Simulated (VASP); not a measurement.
# PbS (P4/mmm) in VASP: single point with PBE+D3(BJ)

Aim: the single point of PbS with PBE+D3(BJ).

All numbers are computed with VASP 6.6.1; they aren't measurements. Logs are shortened: lines on timing, memory, paths and dates and some standing lists are left out, and cuts for length are marked.

### Step 1. The cell of the first run

Symmetry: P4/mmm, No. 123, tetragonal system. The conventional cell has a = 3.458 Å, b = 3.458 Å, c = 3.746 Å, α = 90.00°, β = 90.00°, γ = 90.00°. Pb (site symmetry 4/mmm) has 8 S at 3.08 Å and 6 Pb at 3.46 to 3.75 Å within 4.1 Å. Within 4.1 Å of S (site symmetry 4/mmm) lie 8 Pb at 3.08 Å and 6 S at 3.46 to 3.75 Å.

### Step 2. Single point, PBE+D3(BJ) (strain -0.040 along x and y, +0.040 along z)

Contents of INCAR:

```
SYSTEM = PbS
PREC     = Accurate       ! precision mode
ENCUT    = 520            ! plane-wave cutoff, eV
EDIFF    = 1E-7           ! SCF threshold, eV
ISMEAR   = 0              ! smearing method
SIGMA    = 0.15           ! smearing width, eV
LREAL    = .FALSE.        ! projectors in reciprocal space
LASPH    = .TRUE.         ! aspherical terms in the spheres
NELM     = 100            ! most SCF steps
ALGO     = Normal         ! electronic algorithm
ISIF     = 2              ! what is computed and relaxed
LWAVE    = .FALSE.        ! write WAVECAR
LCHARG   = .FALSE.        ! write CHGCAR
GGA      = PE             ! functional
IVDW     = 12             ! dispersion correction
NBANDS   = 17             ! bands
```

Contents of KPOINTS:

```
Automatic mesh
0
G
  16 16 16
  0 0 0
```

Contents of POSCAR:

```
PbS
1.0
    3.4576722741      0.0000000000      0.0000000000
    0.0000000000      3.4576722741      0.0000000000
    0.0000000000      0.0000000000      3.7458116303
Pb S
1 1
Direct
    0.0000000000      0.0000000000      0.0000000000
    0.5000000000      0.5000000000      0.5000000000
```

Potentials or basis: VASP PAW PBE potentials, release 64 (Pb_d, S).

Run with:

```sh
$ cat potpaw_PBE.64/Pb_d/POTCAR potpaw_PBE.64/S/POTCAR > POTCAR
$ mpirun -np 1 vasp_std > vasp.out
```

OUTCAR:

```text
SYSTEM = PbS
   PREC = Accurate
   ENCUT = 520
   EDIFF = 1E-7
   ISMEAR = 0
   LREAL = .FALSE.
   LASPH = .TRUE.
   NELM = 100
   ISIF = 2
   GGA = PE
   IVDW = 12
 IVDW          = 12

 ion  position               nearest neighbor table
   1  0.000  0.000  0.000-   2 3.08   2 3.08   2 3.08   2 3.08   2 3.08   2 3.08   2 3.08   2 3.08

   2  0.500  0.500  0.500-   1 3.08   1 3.08   1 3.08   1 3.08   1 3.08   1 3.08   1 3.08   1 3.08

  LATTYP: Found a simple tetragonal cell.
 ALAT       =     3.4576722741
 C/A-ratio  =     1.0833333333

  Lattice vectors:

 A1 = (   3.4576722741,   0.0000000000,   0.0000000000)
 A2 = (   0.0000000000,   3.4576722741,   0.0000000000)
 A3 = (   0.0000000000,   0.0000000000,   3.7458116303)

Analysis of symmetry for initial positions (statically):
=====================================================================
 Subroutine PRICEL returns:
 Original cell was already a primitive cell.

 Routine SETGRP: Setting up the symmetry group for a
 simple tetragonal supercell.

 Subroutine GETGRP returns: Found 16 space group operations
 (whereof 16 operations were pure point group operations)
 out of a pool of 16 trial point group operations.

The static configuration has the point symmetry D_4h.

Analysis of symmetry for dynamics (positions and initial velocities):
=====================================================================
 Subroutine PRICEL returns:
 Original cell was already a primitive cell.

 Routine SETGRP: Setting up the symmetry group for a
 simple tetragonal supercell.

 Subroutine GETGRP returns: Found 16 space group operations
 (whereof 16 operations were pure point group operations)
 out of a pool of 16 trial point group operations.

The dynamic configuration has the point symmetry D_4h.

 Subroutine INISYM returns: Found 16 space group operations
 (whereof 16 operations are pure point group operations),
 and found     1 'primitive' translations

----------------------------------------------------------------------------------------

                                     Primitive cell

  volume of cell :      44.7830

  direct lattice vectors                    reciprocal lattice vectors
     3.457672274  0.000000000  0.000000000     0.289211909  0.000000000  0.000000000
     0.000000000  3.457672274  0.000000000     0.000000000  0.289211909  0.000000000
     0.000000000  0.000000000  3.745811630     0.000000000  0.000000000  0.266964839

  length of vectors
     3.457672274  3.457672274  3.745811630     0.289211909  0.289211909  0.266964839

  position of ions in fractional coordinates (direct lattice)
     0.000000000  0.000000000  0.000000000
     0.500000000  0.500000000  0.500000000

  ion indices of the primitive-cell ions
   primitive index   ion index
                 1           1
                 2           2

----------------------------------------------------------------------------------------

 KPOINTS: Automatic mesh

Automatic generation of k-mesh.
 Grid dimensions read from file:
 generate k-points for:   16   16   16

 Generating k-lattice:

  Cartesian coordinates                     Fractional coordinates (reciprocal lattice)
     0.018075744  0.000000000  0.000000000     0.062500000  0.000000000  0.000000000
     0.000000000  0.018075744  0.000000000     0.000000000  0.062500000  0.000000000
     0.000000000  0.000000000  0.016685302     0.000000000  0.000000000  0.062500000

  Length of vectors
     0.018075744  0.018075744  0.016685302

  Shift w.r.t. Gamma in fractional coordinates (k-lattice)
     0.000000000  0.000000000  0.000000000

 Subroutine IBZKPT returns following result:
 ===========================================

 Found    405 irreducible k-points:

 Following reciprocal coordinates:
            Coordinates               Weight
  0.000000  0.000000  0.000000      1.000000
  0.062500  0.000000  0.000000      4.000000
  0.125000  0.000000  0.000000      4.000000
  0.187500  0.000000  0.000000      4.000000
  0.250000  0.000000  0.000000      4.000000
  0.312500  0.000000  0.000000      4.000000
[... 16 lines left out ...]
  0.437500  0.125000  0.000000      8.000000
  0.500000  0.125000  0.000000      4.000000
 [... further k-points ...]
   k-points           NKPTS =    405   k-points in BZ     NKDIM =    405   number of bands    NBANDS=     17
   number of dos      NEDOS =    301   number of ions     NIONS =      2
   total plane-waves  NPLWV =  21952
   dimension x,y,z NGX =    28 NGY =   28 NGZ =   28
   dimension x,y,z NGXF=    56 NGYF=   56 NGZF=   56
   ions per type =               1   1
   NGX,Y,Z   is equivalent  to a cutoff of  13.46, 13.46, 12.43 a.u.
   NGXF,Y,Z  is equivalent  to a cutoff of  26.92, 26.92, 24.85 a.u.
 SYSTEM =  PbS
   PREC   = accura    normal or accurate (medium, high low for compatibility)
   ISTART =      0    job   : 0-new  1-cont  2-samecut
   ICHARG =      2    charge: 1-file 2-atom 10-const
   ISPIN  =      1    spin polarized calculation?
   LNONCOLLINEAR =      F non collinear calculations
   LSORBIT =      F    spin-orbit coupling
   LASPH  =      T    aspherical Exc in radial PAW
   ENCUT  =  520.0 eV  38.22 Ry    6.18 a.u.   6.43  6.43  6.96*2*pi/ulx,y,z
   NELM   =    100;   NELMIN=  2; NELMDL= -5     # of ELM steps
   EDIFF  = 0.1E-06   stopping-criterion for ELM
   LREAL  =      F    real-space projection
   EDIFFG = 0.1E-05   stopping-criterion for IOM
   NSW    =      0    number of steps for IOM
   IBRION =     -1    ionic relax: 0-MD 1-quasi-New 2-CG
   NFREE  =      0    steps in history (QN), initial steepest desc. (CG)
   ISIF   =      2    stress and relaxation
   ISYM   =      2    0-nonsym 1-usesym 2-fastsym
   POTIM  = 0.5000    time-step for ionic-motion
   TEBEG  =    0.0;   TEEND  =   0.0 temperature during run
   PSTRESS=    0.0 pullay stress
   NELECT =      20.0000    total number of electrons
   NUPDOWN=      -1.0000    fix difference up-down
   EMIN   =  10.00;   EMAX   =-10.00  energy-range for DOS
   EFERMI =   0.00;   METHOD = LEGACY
   ISMEAR =     0;   SIGMA  =   0.15  broadening in eV -4-tet -1-fermi 0-gaus
   EFERMI_NEDOS =   21; number of points for ismear=-14 and -15
   IALGO  =     38    algorithm
   IMIX   =      4    mixing-type and parameters
     AMIX     =   0.40;   BMIX     =  1.00
     AMIX_MAG =   1.60;   BMIX_MAG =  1.00
  volume/ion in A,a.u.               =      22.39       151.11
  Fermi-wavevector in a.u.,A,eV,Ry     =   1.251354  2.364717 21.305195  1.565888
  Thomas-Fermi vector in A             =   2.385306
   LORBIT       =      0    0 simple, 1 ext, 2 COOP (PROOUT), +10 PAW based schemes
   GGA     = PE    functional components
   LHFCALC =     F    Hartree Fock is set to
   AEXX    =    0.0000 exact exchange contribution
   IVDW    =    12    specifies the selected vdW correction
   LEPSILON=     F    determine dielectric tensor
   LRPA    =     F    only Hartree local field effects (RPA)
 non-spin polarized calculation
 Gauss-broadening in eV      SIGMA  =   0.15
  energy-cutoff  :      520.00
  volume of cell :       44.78
 maximum number of plane-waves:      1230
 NGX is ok and might be reduce to    28
   NGX = 13   NGY = 13   NGZ = 13

 number of electron      20.0000001 magnetization

 Free energy of the ion-electron system (eV)
  ---------------------------------------------------
  ext. energy  EPLUGINS =         0.00000000
  ---------------------------------------------------
  free energy    TOTEN  =        -8.13944915 eV

  energy without entropy =       -8.13148533  energy(sigma->0) =       -8.13546724

 E-fermi :   7.1131     XC(G=0): -10.5904

 val. band max:        7.1104698210   @ k =   0.4375   0.4375   0.3750
 cond. band min:       7.1155805871   @ k =   0.0000   0.0000   0.4375
 fundamental gap:      0.0051107661
 Fermi energy:         7.1130552020

 k-point     1 :       0.0000    0.0000    0.0000
  band No.  band energies     occupation
      1      -9.8669      2.00000
      2      -9.7620      2.00000
      3      -9.5292      2.00000
      4      -9.5292      2.00000
      5      -9.5268      2.00000
      6      -6.6373      2.00000
[... 9 lines left out ...]
     16      19.8336      0.00000
     17      19.8336      0.00000

 k-point     2 :       0.0625    0.0000    0.0000
  band No.  band energies     occupation
      1      -9.8596      2.00000
      2      -9.7586      2.00000
      3      -9.5333      2.00000
      4      -9.5305      2.00000
      5      -9.5288      2.00000
      6      -6.5975      2.00000
[... 9 lines left out ...]
     16      19.6870      0.00000
     17      19.8303      0.00000

 k-point     3 :       0.1250    0.0000    0.0000
  band No.  band energies     occupation
      1      -9.8412      2.00000
      2      -9.7467      2.00000
      3      -9.5451      2.00000
      4      -9.5410      2.00000
      5      -9.5276      2.00000
      6      -6.4793      2.00000
[... 9 lines left out ...]
     16      19.5280      0.00000
     17      19.8557      0.00000

 k-point     4 :       0.1875    0.0000    0.0000
  band No.  band energies     occupation
      1      -9.8204      2.00000
      2      -9.7224      2.00000
      3      -9.5627      2.00000
      4      -9.5566      2.00000
      5      -9.5259      2.00000
      6      -6.2867      2.00000
[... 9 lines left out ...]
     16      19.5619      0.00000
     17      19.8106      0.00000

 k-point     5 :       0.2500    0.0000    0.0000
  band No.  band energies     occupation
      1      -9.8047      2.00000
      2      -9.6852      2.00000
      3      -9.5833      2.00000
      4      -9.5750      2.00000
      5      -9.5239      2.00000
      6      -6.0286      2.00000
[... 9 lines left out ...]
     16      18.9492      0.00000
     17      19.7918      0.00000

 k-point     6 :       0.3125    0.0000    0.0000
  band No.  band energies     occupation
      1      -9.7947      2.00000
      2      -9.6425      2.00000
      3      -9.6038      2.00000
      4      -9.5932      2.00000
      5      -9.5219      2.00000
      6      -5.7228      2.00000
[... 9 lines left out ...]
     16      18.4264      0.00000
     17      19.7725      0.00000

 k-point     7 :       0.3750    0.0000    0.0000
  band No.  band energies     occupation
      1      -9.7885      2.00000
      2      -9.6210      2.00000
      3      -9.6086      2.00000
      4      -9.6044      2.00000
      5      -9.5202      2.00000
      6      -5.4048      2.00000
[... 9 lines left out ...]
     16      19.6537      0.00000
     17      19.7568      0.00000

 k-point     8 :       0.4375    0.0000    0.0000
  band No.  band energies     occupation
      1      -9.7849      2.00000
      2      -9.6325      2.00000
      3      -9.6188      2.00000
      4      -9.5785      2.00000
      5      -9.5191      2.00000
      6      -5.1416      2.00000
[... 9 lines left out ...]
     16      19.7464      0.00000
     17      21.1636      0.00000
[... 203 lines left out ...]
      1      -9.7820      2.00000
      2      -9.7188      2.00000
      3      -9.5762      2.00000
      4      -9.5609      2.00000
      5      -9.5411      2.00000
      6      -6.1294      2.00000
[... 9 lines left out ...]
     16      18.1584      0.00000
     17      18.5293      0.00000

 k-point    20 :       0.2500    0.1250    0.0000
  band No.  band energies     occupation
      1      -9.7647      2.00000
      2      -9.6825      2.00000
      3      -9.5977      2.00000
      4      -9.5811      2.00000
      5      -9.5389      2.00000
      6      -5.8735      2.00000
[... 9 lines left out ...]
     16      18.0952      0.00000
     17      18.3739      0.00000

 k-point    21 :       0.3125    0.1250    0.0000
  band No.  band energies     occupation
      1      -9.7558      2.00000
      2      -9.6382      2.00000
      3      -9.6187      2.00000
      4      -9.6012      2.00000
      5      -9.5366      2.00000
      6      -5.5723      2.00000
[... 9 lines left out ...]
     16      18.2016      0.00000
     17      18.6211      0.00000

 k-point    22 :       0.3750    0.1250    0.0000
  band No.  band energies     occupation
      1      -9.7506      2.00000
      2      -9.6366      2.00000
      3      -9.6181      2.00000
      4      -9.5981      2.00000
      5      -9.5347      2.00000
      6      -5.2616      2.00000
[... 9 lines left out ...]
     16      18.4022      0.00000
     17      19.6178      0.00000

 k-point    23 :       0.4375    0.1250    0.0000
  band No.  band energies     occupation
      1      -9.7477      2.00000
      2      -9.6483      2.00000
      3      -9.6294      2.00000
      4      -9.5710      2.00000
      5      -9.5334      2.00000
      6      -5.0073      2.00000
[... 9 lines left out ...]
     16      18.6024      0.00000
     17      19.8893      0.00000

 k-point    24 :       0.5000    0.1250    0.0000
  band No.  band energies     occupation
      1      -9.7467      2.00000
      2      -9.6524      2.00000
      3      -9.6333      2.00000
      4      -9.5615      2.00000
      5      -9.5329      2.00000
      6      -4.9043      2.00000
[... 9 lines left out ...]
     16      18.6898      0.00000
     17      20.1790      0.00000

 [... further k-points ...]

------------------------ aborting loop because EDIFF is reached ----------------------------------------

 Edisp (eV)   -0.81391

 E8    (eV) :    -0.3661

  FORCE on cell =-STRESS in cart. coord.  units (eV):
  Direction    XX          YY          ZZ          XY          YZ          ZX
  --------------------------------------------------------------------------------------
  -------------------------------------------------------------------------------------
  Total       1.45652     1.45652    -0.67225     0.00000    -0.00000     0.00000
  in kB      52.10891    52.10891   -24.05074     0.00000    -0.00000     0.00000
  external pressure =       26.72 kB  Pullay stress =        0.00 kB

 VOLUME and BASIS-vectors are now :
 -----------------------------------------------------------------------------
  energy-cutoff  :      520.00
  volume of cell :       44.78
      direct lattice vectors                 reciprocal lattice vectors
     3.457672274  0.000000000  0.000000000     0.289211909  0.000000000  0.000000000
     0.000000000  3.457672274  0.000000000     0.000000000  0.289211909  0.000000000
     0.000000000  0.000000000  3.745811630     0.000000000  0.000000000  0.266964839

 POSITION                                       TOTAL-FORCE (eV/Angst)
 -----------------------------------------------------------------------------------
      0.00000      0.00000      0.00000         0.000000      0.000000      0.000000
      1.72884      1.72884      1.87291         0.000000      0.000000      0.000000
 -----------------------------------------------------------------------------------
    total drift:                               -0.000000      0.000000      0.000000

  FREE ENERGIE OF THE ION-ELECTRON SYSTEM (eV)
  ---------------------------------------------------
  free  energy   TOTEN  =        -8.9533572588 eV

  energy  without entropy=       -8.9453934318  energy(sigma->0) =       -8.94937535
```

Run time: 2.1 min. Hardware: 1 thread of Intel Xeon Platinum 8488C (Sapphire Rapids), shared host; peak memory 0.4 GiB.

Results:

* Free energy: -8.9534 eV
* Pressure: 2.7 GPa
* Band gap on the k mesh: zero (band 10 reaches 7.48 eV, above the bottom of band 11 at 6.21 eV)
* Dispersion energy per atom: -0.407 eV

Stress tensor (GPa, compression positive):
```
 5.21  0.00  0.00
 0.00  5.21  0.00
 0.00  0.00 -2.41
```

Levels at points of the mesh, in eV from the Fermi level:
```csv
k point,band 7,band 8,band 9,band 10,band 11,band 12,band 13,band 14
"(0.00, 0.00, 0.00)",-6.57,-2.54,-1.42,-1.42,5.14,5.80,6.79,7.37
"(0.50, 0.00, 0.00)",-9.17,-1.00,-0.21,-0.13,0.04,3.22,4.89,6.57
"(0.50, 0.50, 0.00)",-6.82,-4.79,-4.79,-0.74,3.83,3.83,5.82,6.81
"(0.00, 0.00, 0.50)",-9.75,-0.37,-0.37,0.36,1.04,4.35,4.35,6.64
"(0.50, 0.00, 0.50)",-7.45,-5.06,-4.97,-0.11,4.40,5.24,6.92,7.67
"(0.50, 0.50, 0.50)",-5.65,-2.74,-2.74,-2.49,-0.90,-0.90,-0.22,13.22
```

Caveat: the cell differs from its parent crystal (strain -0.040 along x and y, +0.040 along z); spin-orbit coupling is left out, which moves the levels of the heavy elements; pairwise dispersion overbinds metals, which lowers pressure and volume.
